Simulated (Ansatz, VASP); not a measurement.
AlP: VASP beside Ansatz

```
CELL_PARAMETERS angstrom
0.00000 2.73648 2.73648
2.73648 0.00000 2.73648
2.73648 2.73648 0.00000
ATOMIC_POSITIONS crystal
Al 0.00000 0.00000 0.00000
P 0.75000 0.75000 0.75000
```

Alike in both runs: task single point; functional PBE; k mesh 4 × 4 × 4; occupations tetrahedron; no spin polarisation.

|  | VASP | Ansatz |
| --- | --- | --- |
| version | VASP 6.6.1 | Ansatz 0.2.0 |
| potentials or method | VASP PAW PBE potentials, release 64 (Al, P), cutoff 500 eV | scalar-relativistic, plane waves, PAW |
| valence electrons in the cell | 8 | 8 |

|  | VASP | Ansatz | Ansatz less VASP |
| --- | --- | --- | --- |
| gap on the k mesh at the Fermi level (eV) | 1.57 | 1.57 | +0.002 |
| least direct gap on the mesh (eV) | 3.24 | 3.24 | +0.002 |
| pressure (GPa) | 1.9 | 2.0 | +0.10 |

Ansatz's warnings: band table not solved further, tetrahedron derivatives may miss energy slope.

The k mesh is coarse, so the values compare programs but aren't converged.
